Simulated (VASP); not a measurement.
Wanted: the native input for a VASP 6.6.1 run.

| Item | Value |
| --- | --- |
| Task | single point |
| Functional | PBE |
| Potentials or basis | VASP PAW PBE potentials, release 64 (Te, Mo_sv) |
| Cutoff | 520 eV |
| k mesh | 8 × 8 × 8 |
| Occupations | gaussian, width 0.1 eV |
| Spin | no spin polarisation |
| Dipole correction | no |
| Further INCAR settings | ALGO = Normal; EDIFF = 1e-07; NBANDS = 35 |

The structure of Te2Mo lies in POSCAR:

```
Te2Mo
1.0
    0.0000000000      4.2081254913      4.2081254913
    4.2081254913      0.0000000000      4.2081254913
    4.2081254913      4.2081254913      0.0000000000
Te Mo
4 2
Direct
    0.1250000000      0.1250000000      0.1250000000
    0.6250000000      0.1250000000      0.1250000000
    0.1250000000      0.1250000000      0.6250000000
    0.1250000000      0.6250000000      0.1250000000
    0.5000000000      0.5000000000      0.5000000000
    0.7500000000      0.7500000000      0.7500000000
```

One way to write it, as run:

INCAR

```
SYSTEM = Te2Mo
PREC = Accurate
ENCUT = 520
EDIFF = 1E-7
ISMEAR = 0
SIGMA = 0.1
LREAL = .False.
LASPH = .True.
NELM = 100
ALGO = Normal
ISIF = 2
LWAVE = .False.
LCHARG = .False.
GGA = PE
NBANDS = 35
```

KPOINTS

```
Automatic mesh
0
Gamma
  8 8 8
  0 0 0
```

Potentials or basis: VASP PAW PBE potentials, release 64 (Te, Mo_sv).

The run is started by

```console
$ cat potpaw_PBE.64/Te/POTCAR potpaw_PBE.64/Mo_sv/POTCAR > POTCAR
$ mpirun -np 1 vasp_std > vasp.out
```

It gave:

- Pressure: 0.0 GPa
- Band gap on the k mesh: zero (bands 26 and 27 overlap by 0.86 eV)

Caveat: spin-orbit coupling is left out, which moves the levels of the heavy elements.

Wall time 5.8 min on 1 thread of Intel Xeon 8259CL (shared host), peak memory 0.37 GiB.
